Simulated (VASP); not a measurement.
## ScSi2: electric field gradients with PBEsol

ScSi2:

```xyz
3
Lattice="3.6600 0.0000 0.0000 -1.8300 3.1697 0.0000 0.0000 0.0000 3.9474" Properties=species:S:1:pos:R:3 pbc="T T T"
Sc    0.0000    0.0000    0.0000
Si    0.0000    2.1131    1.9737
Si    1.8300    1.0566    1.9737
```

This cell differs from its parent crystal: zz strain of +2 %.

```json
{"Program": "VASP 6.6.1", "Task": "electric field gradients", "Functional": "PBEsol", "Potentials or basis": "VASP PAW PBE potentials, release 64 (Sc_sv, Si)", "Cutoff": "520 eV", "k mesh": "13 × 13 × 11", "Occupations": "fermi-dirac, width 0.05 eV", "Spin": "no spin polarisation", "Dipole correction": "no", "Further INCAR settings": "ALGO = Normal; EDIFF = 1e-08; NBANDS = 16"}
```

```yaml
Pressure: 19.9 GPa
```

Stress tensor (GPa, compression positive):
```
32.64  0.00  0.00
 0.00 32.64  0.00
 0.00  0.00 -5.54
```

Levels at points of the mesh, in eV from the Fermi level:
```tsv
k point	band 8	band 9	band 10	band 11	band 12	band 13
(0.00, 0.00, 0.00)	-3.33	-2.12	1.14	1.14	1.31	1.60
```

Electric field gradients, principal values (V/Å²):
| atom | least | middle | greatest (by size) |
| --- | --- | --- | --- |
| 1 Sc | 1.854 | 1.857 | -3.711 |
| 2 Si | -8.795 | -8.795 | 17.590 |
| 3 Si | -8.795 | -8.795 | 17.590 |

It took 90 s on 1 thread of Intel(R) Xeon(R) Platinum 8259CL CPU @ 2.50GHz (Skylake/Cascade Lake), with other jobs on the host, peak memory 0.22 GiB.

Caveat: the cell differs from its parent crystal (zz strain of +2 %); without QUAD_EFG the Cq values of the log hold for a quadrupole moment of 1 mb, not for the nuclei; the PAW data sets were made with another functional, which shifts forces and pressure a little.
